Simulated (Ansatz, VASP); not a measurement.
## Two plane-wave programs on MnS

```
Mn S
1.0
     0.00000    2.54856    2.54856
     2.54856    0.00000    2.54856
     2.54856    2.54856    0.00000
Mn S
1 1
Direct
  0.00000 0.00000 0.00000
  0.50000 0.50000 0.50000
```

Alike in both runs: functional PBE; k mesh 14 × 14 × 14; occupations gaussian, width 0.2 eV; collinear spin.

Ansatz relaxed the structure, and its values are those at the end. VASP's run is a single point on that final structure, the one shown.

|  | VASP | Ansatz |
| --- | --- | --- |
| version | VASP 6.6.1 | Ansatz 0.2.0 |
| potentials or method | VASP PAW PBE potentials, release 64 (Mn_pv, S), cutoff 520 eV | scalar-relativistic, plane waves, PAW |
| valence electrons in the cell | 19 | 21 |

Ansatz gave:

| Quantity | Value |
| --- | --- |
| gap on the k mesh at the Fermi level (eV) | none |
| pressure (GPa) | 0.0 |
| net moment per atom (μB) | 2.25 |
| size of the moment on the site where the two differ most (μB) | 4.02 |

**Question.** What did VASP give for the same quantities?

**Answer.** gap on the k mesh at the Fermi level (eV): none; pressure (GPa): 0.0; net moment per atom (μB): 2.25; size of the moment on the site where the two differ most (μB): 4.10.

Site moments also hang on the region over which each program counts them. A gap of «none» marks a metal or a gap that the smearing closes. VASP's potentials hold 19 valence electrons a cell and Ansatz's 21, so a difference there can come from the potentials and not from the codes.
